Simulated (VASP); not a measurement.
# HfC (Fm-3m) in VASP: a series of runs, part 2 of 3

VASP 6.6.1. Earlier steps stand in the parts before.

## 3. Single point, LDA (volume scaled by 1.02)

Input file INCAR:

```
PREC = Accurate ; ENCUT = 520
EDIFF = 1E-7 ; ISMEAR = -1
SIGMA = 0.05 ; LREAL = F
LASPH = T ; NELM = 60
ALGO = Normal ; ISIF = 2
LWAVE = F ; LCHARG = F
NBANDS = 14
```

Input file KPOINTS:

```
Automatic mesh
0
Gamma
  12 12 12
```

Input file POSCAR:

```
HfC
1.0
    0.0000000000      2.3403977997      2.3403977997
    2.3403977997      0.0000000000      2.3403977997
    2.3403977997      2.3403977997      0.0000000000
Hf C
1 1
Direct
    0.5000000000      0.5000000000      0.5000000000
    0.0000000000      0.0000000000      0.0000000000
```

Potentials or basis: VASP PAW LDA potentials, release 64 (Hf_pv, C).

On the command line:

```bash
cat potpaw_LDA.64/Hf_pv/POTCAR potpaw_LDA.64/C/POTCAR > POTCAR
mpirun -np 1 vasp_std > vasp.out
```

OUTCAR:

```text
PREC = Accurate
   ENCUT = 520
   EDIFF = 1E-7
   ISMEAR = -1
   LREAL = F
   LASPH = T
   NELM = 60
   ISIF = 2

 ion  position               nearest neighbor table
   1  0.500  0.500  0.500-   2 2.34   2 2.34   2 2.34   2 2.34   2 2.34   2 2.34
   2  0.000  0.000  0.000-   1 2.34   1 2.34   1 2.34   1 2.34   1 2.34   1 2.34

  LATTYP: Found a face centered cubic cell.
 ALAT       =     4.6807955994

  Lattice vectors:

 A1 = (   0.0000000000,   2.3403977997,   2.3403977997)
 A2 = (   2.3403977997,   0.0000000000,   2.3403977997)
 A3 = (   2.3403977997,   2.3403977997,   0.0000000000)

Analysis of symmetry for initial positions (statically):
=====================================================================
 Subroutine PRICEL returns:
 Original cell was already a primitive cell.

 Routine SETGRP: Setting up the symmetry group for a
 face centered cubic supercell.

 Subroutine GETGRP returns: Found 48 space group operations
 (whereof 48 operations were pure point group operations)
 out of a pool of 48 trial point group operations.

The static configuration has the point symmetry O_h .

Analysis of symmetry for dynamics (positions and initial velocities):
=====================================================================
 Subroutine PRICEL returns:
 Original cell was already a primitive cell.

 Routine SETGRP: Setting up the symmetry group for a
 face centered cubic supercell.

 Subroutine GETGRP returns: Found 48 space group operations
 (whereof 48 operations were pure point group operations)
 out of a pool of 48 trial point group operations.

The dynamic configuration has the point symmetry O_h .

 Subroutine INISYM returns: Found 48 space group operations
 (whereof 48 operations are pure point group operations),
 and found     1 'primitive' translations

----------------------------------------------------------------------------------------

                                     Primitive cell

  volume of cell :      25.6389

  direct lattice vectors                    reciprocal lattice vectors
     0.000000000  2.340397800  2.340397800    -0.213638895  0.213638895  0.213638895
[... 120 lines left out ...]
 maximum number of plane-waves:       702
 NGX is ok and might be reduce to    28
   NGX = 13   NGY = 13   NGZ = 13

 number of electron      14.0000001 magnetization

 Free energy of the ion-electron system (eV)
  ---------------------------------------------------
  ext. energy  EPLUGINS =         0.00000000
  ---------------------------------------------------
  free energy    TOTEN  =       -22.80928420 eV

  energy without entropy =      -22.80696059  energy(sigma->0) =      -22.80812239

 E-fermi :   5.7092     XC(G=0): -12.3924

 val. band max:        5.6237551404   @ k =   0.5000   0.5000   0.0000
 cond. band min:       5.7625800203   @ k =   0.4167   0.3333   0.0000
 fundamental gap:      0.1388248798
 Fermi energy:         5.7092420397

 k-point     1 :       0.0000    0.0000    0.0000
  band No.  band energies     occupation
      1     -23.8039      2.00000
      2     -23.8039      2.00000
      3     -23.8039      2.00000
      4      -6.3524      2.00000
      5       6.7071      0.00000
      6       6.7071      0.00000
      7       6.7071      0.00000
      8       6.9852      0.00000
      9       6.9852      0.00000
     10       6.9852      0.00000
     11       8.9520      0.00000
     12       8.9520      0.00000
     13      12.4075      0.00000
     14      16.6803      0.00000
[... 377 lines left out ...]
      1     -24.3812      2.00000
      2     -23.9873      2.00000
      3     -23.8940      2.00000
      4      -3.0282      2.00000
      5       0.3593      2.00000
      6       2.9672      2.00000
      7       3.0571      2.00000
      8       9.7757      0.00000
      9      10.5017      0.00000
     10      10.7313      0.00000
     11      14.1304      0.00000
     12      15.5277      0.00000
     13      16.2995      0.00000
     14      18.3911      0.00000

 [... further k-points ...]

------------------------ aborting loop because EDIFF is reached ----------------------------------------

  FORCE on cell =-STRESS in cart. coord.  units (eV):
  Direction    XX          YY          ZZ          XY          YZ          ZX
  --------------------------------------------------------------------------------------
  -------------------------------------------------------------------------------------
  Total       -2.5142450     -2.5142450     -2.5142450     -0.0000000      0.0000000     -0.0000000
  in kB     -157.1155360   -157.1155360   -157.1155360     -0.0000000      0.0000000     -0.0000000
  external PRESSURE =    -157.1155360 kB  Pullay stress =       0.0000000 kB

 VOLUME and BASIS-vectors are now :
 -----------------------------------------------------------------------------
  energy-cutoff  :      520.00
  volume of cell :       25.64
      direct lattice vectors                 reciprocal lattice vectors
     0.000000000  2.340397800  2.340397800    -0.213638895  0.213638895  0.213638895
     2.340397800  0.000000000  2.340397800     0.213638895 -0.213638895  0.213638895
     2.340397800  2.340397800  0.000000000     0.213638895  0.213638895 -0.213638895

 POSITION                                       TOTAL-FORCE (eV/Angst)
 -----------------------------------------------------------------------------------
      2.34040      2.34040      2.34040        -0.000000     -0.000000      0.000000
      0.00000      0.00000      0.00000         0.000000      0.000000     -0.000000
 -----------------------------------------------------------------------------------
    total drift:                                0.000000      0.000000      0.000000

  FREE ENERGIE OF THE ION-ELECTRON SYSTEM (eV)
  ---------------------------------------------------
  free  energy   TOTEN  =       -22.8092841959 eV

  energy  without entropy=      -22.8069605890  energy(sigma->0) =      -22.80812239
```

OSZICAR:

```text
N       E                     dE             d eps       ncg     rms          rms(c)
DAV:   1     0.209028774074E+02    0.20903E+02   -0.78084E+03  2024   0.979E+02
DAV:   2    -0.244513846119E+02   -0.45354E+02   -0.42457E+02  2664   0.199E+02
DAV:   3    -0.260045902364E+02   -0.15532E+01   -0.15486E+01  2442   0.264E+01
DAV:   4    -0.260120232904E+02   -0.74331E-02   -0.74325E-02  2364   0.229E+00
DAV:   5    -0.260120761247E+02   -0.52834E-04   -0.52834E-04  2432   0.170E-01    0.560E+01
DAV:   6    -0.229415494346E+02    0.30705E+01   -0.12667E+01  2232   0.182E+01    0.403E+01
DAV:   7    -0.228371164336E+02    0.10443E+00   -0.64083E-01  2562   0.534E+00    0.252E+01
DAV:   8    -0.228195002640E+02    0.17616E-01   -0.12229E-01  2472   0.238E+00    0.718E+00
DAV:   9    -0.228096847499E+02    0.98155E-02   -0.34153E-02  2244   0.101E+00    0.216E+00
DAV:  10    -0.228092909677E+02    0.39378E-03   -0.17049E-03  2542   0.301E-01    0.861E-02
DAV:  11    -0.228092847728E+02    0.61949E-05   -0.96208E-05  2322   0.782E-02    0.548E-02
DAV:  12    -0.228092844934E+02    0.27946E-06   -0.20828E-06  2604   0.115E-02    0.289E-02
DAV:  13    -0.228092841891E+02    0.30426E-06   -0.73480E-07  2286   0.456E-03    0.144E-03
DAV:  14    -0.228092841959E+02   -0.67698E-08   -0.36578E-08  1556   0.138E-03
   1 F= -.22809284E+02 E0= -.22808122E+02  d E =-.232361E-02
```

Run time: 57 s. Hardware: 1 thread of AMD EPYC 7R13, shared host; peak memory 0.13 GiB.

Results:

- Free energy: -22.8093 eV
- Pressure: -15.7 GPa
- Band gap on the k mesh: zero (band 7 reaches 6.71 eV, above the bottom of band 8 at 5.29 eV)

Levels at points of the mesh, in eV from the Fermi level:
| k point | band 3 | band 4 | band 5 | band 6 | band 7 | band 8 | band 9 | band 10 | band 11 | band 12 |
| --- | --- | --- | --- | --- | --- | --- | --- | --- | --- | --- |
| (0.00, 0.00, 0.00) | -29.51 | -12.06 | 1.00 | 1.00 | 1.00 | 1.28 | 1.28 | 1.28 | 3.24 | 3.24 |
| (0.50, 0.00, 0.00) | -29.58 | -8.35 | -6.05 | -2.94 | -2.94 | 5.07 | 5.07 | 5.55 | 6.52 | 11.05 |
| (0.50, 0.50, 0.00) | -29.73 | -10.16 | -2.53 | -1.78 | -0.09 | -0.09 | 5.11 | 6.45 | 6.45 | 8.10 |

Caveat: spin-orbit coupling is left out, which moves the levels of the heavy elements.

(Continued in part 3 of 3.)
